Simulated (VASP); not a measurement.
Crystal: AlNi.

```
Al Ni
1.0
     1.93869   -1.95319    0.00000
     1.93869    1.95319    0.00000
     0.00000    0.00000    3.09943
Al Ni
1 1
Direct
  0.00000 0.00000 0.00000
  0.50000 0.50000 0.50000
```

```yaml
Program: VASP 6.6.1
Task: relaxation of cell and atoms
Functional: r2SCAN
Potentials_or_basis: VASP PAW PBE potentials, release 64 (Al, Ni)
Cutoff: 600 eV
k_mesh: 16 × 16 × 14
Occupations: gaussian, width 0.1 eV
Spin: no spin polarisation
```

At the start: pressure 0.3 GPa; volume 11.74 Å³/atom.

Problem. How do energy, volume and symmetry change on relaxing?

Solution. Over 10 steps the energy falls by 24.2 meV/atom and the volume is 11.71 Å³/atom (-0.2 %); space group P4/mmm (No. 123, to 0.1 Å) before, Pm-3m (No. 221, to 0.1 Å).

Step by step:
```
step  energy change (eV)  largest force (eV/Å)  pressure (GPa)  volume (Å³)
   1              0.0000                0.0000            0.29        23.47
   2             -0.0166                0.0000           -0.49        23.54
   3             -0.0442                0.0000           -1.74        23.68
   4             -0.0434                0.0000            3.13        23.02
   5             -0.0478                0.0000            0.56        23.37
   6             -0.0481                0.0000           -0.53        23.50
   7             -0.0484                0.0000           -0.06        23.44
   8             -0.0484                0.0000           -0.08        23.44
   9             -0.0484                0.0000            0.15        23.42
  10             -0.0484                0.0000            0.02        23.43
```

Final structure:
```
Al Ni
1.0
     2.02181   -2.02155    0.00000
     2.02181    2.02155    0.00000
     0.00000    0.00000    2.86613
Al Ni
1 1
Direct
  0.00000 0.00000 0.00000
  0.50000 0.50000 0.50000
```

Caveat: the PAW data sets were made with another functional, which shifts forces and pressure a little.
